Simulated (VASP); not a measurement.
Set up this calculation in VASP 6.6.1, as the native input.

| Item | Value |
| --- | --- |
| Task | single point |
| Functional | PBE |
| Potentials or basis | VASP PAW PBE potentials, release 64 (Bi_d, P) |
| Cutoff | 520 eV |
| k mesh | 4 × 4 × 4 |
| Occupations | gaussian, width 0.1 eV |
| Spin | no spin polarisation |
| Dipole correction | no |
| Further INCAR settings | ALGO = Normal; EDIFF = 1e-06; NBANDS = 23 |

The structure of BiP3 lies in POSCAR:

```
BiP3
1.0
    4.3194225897      0.0000000000      0.0000000000
    0.0000000000      4.3194225897      0.0000000000
    0.0000000000      0.0000000000      4.3194225897
Bi P
1 3
Direct
    0.0000000000      0.0000000000      0.0000000000
    0.0000000000      0.5000000000      0.5000000000
    0.5000000000      0.0000000000      0.5000000000
    0.5000000000      0.5000000000      0.0000000000
```

One way to write it, as run:

INCAR

```
PREC = Accurate ; ENCUT = 520
EDIFF = 1E-6 ; ISMEAR = 0
SIGMA = 0.1 ; LREAL = False
LASPH = True ; NELM = 60
ALGO = Normal ; ISIF = 2
LWAVE = False ; LCHARG = False
GGA = PE ; NBANDS = 23
```

KPOINTS

```
regular mesh
0
Gamma
  4 4 4
```

Potentials or basis: VASP PAW PBE potentials, release 64 (Bi_d, P).

Command:

```bash
$ cat potpaw_PBE.64/Bi_d/POTCAR potpaw_PBE.64/P/POTCAR > POTCAR
$ mpirun -np 1 vasp_std > vasp.out
```

It gave:

The pressure is -2.4 GPa and the band gap on the k mesh is zero (band 15 reaches 10.47 eV, above the bottom of band 16 at 6.32 eV).

Caveat: the k points lie up to 0.36 Å⁻¹ apart; spin-orbit coupling is left out, which moves the levels of the heavy elements.

Run time: 6.9 s on 1 thread of Intel(R) Xeon(R) 6975P-C (Granite Rapids), with other jobs on the host, peak memory 0.18 GiB.
